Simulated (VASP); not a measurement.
Input of a VASP 6.6.1 run:

Contents of INCAR:

```
SYSTEM = HgTe
PREC = Accurate
ENCUT = 520
EDIFF = 1E-6
ISMEAR = 0
SIGMA = 0.1
LREAL = .False.
LASPH = .True.
NELM = 60
ALGO = Normal
ISIF = 2
LWAVE = .False.
LCHARG = .False.
GGA = PS
NBANDS = 16
```

The input KPOINTS:

```
Automatic mesh
0
Gamma
  12 12 12
  0 0 0
```

Contents of POSCAR:

```
HgTe
1.0
    0.0000000000      3.1882739795      3.1882739795
    3.1882739795      0.0000000000      3.1882739795
    3.1882739795      3.1882739795      0.0000000000
Hg Te
1 1
Direct
    0.0000000000      0.0000000000      0.0000000000
    0.2500000000      0.2500000000      0.2500000000
```

Potentials or basis: VASP PAW PBE potentials, release 64 (Hg, Te).

The run is started by

```bash
$ cat potpaw_PBE.64/Hg/POTCAR potpaw_PBE.64/Te/POTCAR > POTCAR
$ mpirun -np 1 vasp_std > vasp.out
```

Predict the band gap on the k mesh.

zero (filled and empty bands touch).

What does it give for the pressure?

3.2 GPa.

Caveat: the PAW data sets were made with another functional, which shifts forces and pressure a little; spin-orbit coupling is left out, which moves the levels of the heavy elements.
